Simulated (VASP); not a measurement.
Wanted: the native input for a VASP 6.6.1 run.

* Task: single point
* Functional: PBE
* Potentials or basis: VASP PAW PBE potentials, release 64 (Ga_d, Ge_d)
* Cutoff: 520 eV
* k mesh: 6 × 6 × 6
* Occupations: fermi-dirac, width 0.05 eV
* Spin: no spin polarisation
* Dipole correction: no
* Further INCAR settings: ALGO = Normal; EDIFF = 1e-06; NBANDS = 36

The structure of GaGe3 lies in POSCAR:

```
GaGe3
1.0
    4.2784660000      0.0000000000      0.0000000000
    0.0000000000      4.2784660000      0.0000000000
    0.0000000000      0.0000000000      4.2784660000
Ga Ge
1 3
Direct
    0.0000000000      0.0000000000      0.0000000000
    0.0000000000      0.5000000000      0.5000000000
    0.5000000000      0.0000000000      0.5000000000
    0.5000000000      0.5000000000      0.0000000000
```

One way to write it, as run:

INCAR

```
SYSTEM = GaGe3
PREC = Accurate ; ENCUT = 520
EDIFF = 1E-6 ; ISMEAR = -1
SIGMA = 0.05 ; LREAL = .FALSE.
LASPH = .TRUE. ; NELM = 60
ALGO = Normal ; ISIF = 2
LWAVE = .FALSE. ; LCHARG = .TRUE.
GGA = PE ; LELF = .TRUE.
LVHAR = .TRUE. ; NBANDS = 36
```

KPOINTS

```
regular mesh
0
G
  6 6 6
  0 0 0
```

Potentials or basis: VASP PAW PBE potentials, release 64 (Ga_d, Ge_d).

Run with:

```bash
$ cat potpaw_PBE.64/Ga_d/POTCAR potpaw_PBE.64/Ge_d/POTCAR > POTCAR
$ mpirun -np 1 vasp_std > vasp.out
```

It gave:

The pressure is 0.0 GPa.

Wall time 21 s on 1 thread of Intel(R) Xeon(R) Platinum 8488C (Sapphire Rapids), with other jobs on the host, peak memory 0.2 GiB.
